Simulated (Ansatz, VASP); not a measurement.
# SrCl2 in VASP and in Ansatz

File INCAR:

```
PREC     = Accurate       # precision mode
ENCUT    = 520            # plane-wave cutoff, eV
EDIFF    = 1E-6           # SCF threshold, eV
ISMEAR   = 0              # smearing method
SIGMA    = 0.05           # smearing width, eV
LREAL    = False          # projectors in reciprocal space
LASPH    = True           # aspherical terms in the spheres
NELM     = 60             # most SCF steps
ALGO     = Normal         # electronic algorithm
ISIF     = 2              # what is computed and relaxed
LWAVE    = False          # write WAVECAR
LCHARG   = True           # write CHGCAR
GGA      = PS             # functional
LELF     = True           # ELF
LVHAR    = True         
NBANDS   = 19             # bands
```

KPOINTS

```
Automatic mesh
0
Gamma
  6 6 6
```

POSCAR

```
SrCl2
1.0
    0.0000000000      3.4855000000      3.4855000000
    3.4855000000      0.0000000000      3.4855000000
    3.4855000000      3.4855000000      0.0000000000
Sr Cl
1 2
Direct
    0.0062082962     -0.0106319942      0.0106319942
    0.2423276317      0.2631392854      0.2368607146
    0.7423276317      0.7631392854      0.7368607146
```

Input for Ansatz:

```yaml
crystal:
  lattice:
    - [0.0, 3.4855, 3.4855]
    - [3.4855, 0.0, 3.4855]
    - [3.4855, 3.4855, 0.0]
  atoms:
    - { symbol: Sr, position: [0.0062082962, -0.0106319942, 0.0106319942] }
    - { symbol: Cl, position: [0.2423276317, 0.2631392854, 0.2368607146] }
    - { symbol: Cl, position: [0.7423276317, 0.7631392854, 0.7368607146] }
basis:
  ecutwfc: 420
kpoints:
  mp_grid: { grid: [6, 6, 6] }
hamiltonian:
  xc: pbesol
scf:
  occupations: { method: gaussian, width: 0.05 }
output:
  forces: true
  stress: true
  eigenvalues: true
```

Change from the starting cell: mode 4 (130.3 1/cm) frozen in, largest displacement +0.075 Å.

Alike in both runs: task single point; functional PBEsol; k mesh 6 × 6 × 6; occupations gaussian, width 0.05 eV; no spin polarisation.

|  | VASP | Ansatz |
| --- | --- | --- |
| version | VASP 6.6.1 | Ansatz 0.2.0 |
| potentials or method | VASP PAW PBE potentials, release 64 (Sr_sv, Cl), cutoff 520 eV | scalar-relativistic, plane waves, PAW |
| valence electrons in the cell | 24 | 24 |

|  | VASP | Ansatz | Ansatz less VASP |
| --- | --- | --- | --- |
| gap on the k mesh at the Fermi level (eV) | 5.12 | 5.13 | +0.008 |
| least direct gap on the mesh (eV) | 5.35 | 5.35 | +0.001 |
| pressure (GPa) | -0.6 | -0.8 | -0.12 |
| traceless stress, the component that is largest in VASP (GPa) | -0.11 | -0.11 | +0.002 |
| rms of the force components (eV/Å) | 0.142 | 0.138 | -0.0042 |

VASP's potentials were made for PBE, not for PBEsol. Atom by atom the forces differ by 0.004 eV/Å (rms over components).
